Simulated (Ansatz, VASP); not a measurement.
## Nb in VASP and in Ansatz

The input INCAR:

```
SYSTEM = Nb
PREC     = Accurate       ! precision mode
ENCUT    = 520            ! plane-wave cutoff, eV
EDIFF    = 1E-6           ! SCF threshold, eV
ISMEAR   = -1             ! smearing method
SIGMA    = 0.05           ! smearing width, eV
LREAL    = .FALSE.        ! projectors in reciprocal space
LASPH    = .TRUE.         ! aspherical terms in the spheres
NELM     = 80             ! most SCF steps
ALGO     = Normal         ! electronic algorithm
ISIF     = 2              ! what is computed and relaxed
LWAVE    = .FALSE.        ! write WAVECAR
LCHARG   = .FALSE.        ! write CHGCAR
LDIPOL   = .TRUE.       
IDIPOL   = 3            
DIPOL    = 0.5 0.5 0.500
GGA      = CA             ! functional
NBANDS   = 40             ! bands
```

Contents of KPOINTS:

```
Automatic mesh
0
G
  11 11 1
  0 0 0
```

File POSCAR:

```
Nb
1.0
    3.2478102620      0.0000000000      0.0000000000
    0.0000000000      3.2478102620      0.0000000000
    0.0000000000      0.0000000000     22.4956000000
Nb
5
Direct
    0.0000000000      0.0000000000      0.3556246440
    0.5000000000      0.5000000000      0.4278123218
    0.0000000000      0.0000000000      0.5000000000
    0.5000000000      0.5000000000      0.5721876782
    0.0000000000      0.0000000000      0.6443753560
```

Input for Ansatz:

```yaml
crystal:
  lattice:
    - [3.247810262, 0.0, 0.0]
    - [0.0, 3.247810262, 0.0]
    - [0.0, 0.0, 22.4956]
  atoms:
    - { symbol: Nb, position: [0.0, 0.0, 0.355624644] }
    - { symbol: Nb, position: [0.5, 0.5, 0.4278123218] }
    - { symbol: Nb, position: [0.0, 0.0, 0.5] }
    - { symbol: Nb, position: [0.5, 0.5, 0.5721876782] }
    - { symbol: Nb, position: [0.0, 0.0, 0.644375356] }
kpoints:
  mp_grid: { grid: [11, 11, 1] }
scf:
  occupations: { method: fermi_dirac, width: 0.05 }
hamiltonian:
  xc: lda
  pseudopotentials: { kind: all_electron, lapw: { basis_error: 0.001 } }
output:
  forces: true
  stress: true
  eigenvalues: true
  populations: true
  dos: { projected: true, de: 0.2, e_range: [-14, 8] }
efield:
  axis: 3
  amplitude: 0
  dipole_correction: true
```

Alike in both runs: task single point; functional LDA; k mesh 11 × 11 × 1; occupations fermi-dirac, width 0.05 eV; no spin polarisation.

|  | VASP | Ansatz |
| --- | --- | --- |
| version | VASP 6.6.1 | Ansatz 0.2.0 |
| potentials or method | VASP PAW LDA potentials, release 64 (Nb_sv), cutoff 520 eV | all-electron LAPW, scalar-relativistic |

VASP gave:

```
rms of the force components (eV/Å) : 0.685
```

Q: Which values does Ansatz return?

A: rms of the force components (eV/Å): 0.686.

LDA's correlation is that of Perdew and Zunger in VASP and of Perdew and Wang (1992) in Ansatz. Atom by atom the forces differ by 0.001 eV/Å (rms over components). Ansatz ran all-electron here, and VASP with PAW potentials. Ansatz's warnings: vacuum below fermi.
